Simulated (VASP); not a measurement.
Wanted: the native input for a VASP 6.6.1 run.

| Property | Result |
| --- | --- |
| Task | relaxation of shape and atoms at fixed volume |
| Functional | PBE |
| Potentials or basis | VASP PAW PBE potentials, release 64 (Fe, O) |
| Cutoff | 600 eV |
| k mesh | 18 × 18 × 18 |
| Occupations | gaussian, width 0.1 eV |
| Spin | collinear spin, ferromagnetic start |
| Starting moments | [3.79, 0.35] μB |
| Dipole correction | no |
| Further INCAR settings | ALGO = Fast; EDIFF = 1e-07; IBRION = 2; EDIFFG = -0.01; NSW = 50; ISIF = 4 |

The structure of FeO lies in POSCAR:

```
FeO
1.0
    1.4921674108      0.8615032563      2.4371084053
   -1.4921674108      0.8615032563      2.4371084053
    0.0000000000     -1.7230065127      2.4371084053
Fe O
1 1
Direct
    0.0000000000      0.0000000000      0.0000000000
    0.5000000000      0.5000000000      0.5000000000
```

One way to write it, as run:

INCAR

```
ALGO = Fast ; EDIFF = 1E-7
EDIFFG = -0.01 ; ENCUT = 600
GGA = PE ; IBRION = 2
ISIF = 4 ; ISMEAR = 0
ISPIN = 2 ; LASPH = True
LCHARG = False ; LMAXMIX = 4
LORBIT = 11 ; LREAL = False
LWAVE = False ; MAGMOM = 3.79 0.35
NELM = 150 ; NSW = 50
PREC = Accurate ; SIGMA = 0.1
```

KPOINTS

```
k-points
0
Gamma
  18 18 18
```

Potentials or basis: VASP PAW PBE potentials, release 64 (Fe, O).

Launch:

```bash
$ cat potpaw_PBE.64/Fe/POTCAR potpaw_PBE.64/O/POTCAR > POTCAR
$ mpirun -np 1 vasp_std > vasp.out
```

Results of the run:

* Pressure after relaxing: 13.3 GPa
* Band gap on the k mesh: zero (filled and empty bands overlap)
* Net moment: 4.00 μB per cell
* Site moments: Fe +3.61; O +0.32 μB
* Valence electrons inside the program's atomic spheres: Fe 6.84; O 5.03

Caveat: the relaxation stopped at its first step, so nothing moved; a cell with one magnetic atom can't hold antiferromagnetic order, which such compounds often take; semilocal functionals often make such compounds metallic where correlation or magnetic order opens a gap, which also shifts bond lengths.

Run time: 9.4 min on 1 thread of Oxide Virtual Turin-like Processor, with other jobs on the host, peak memory 0.36 GiB.
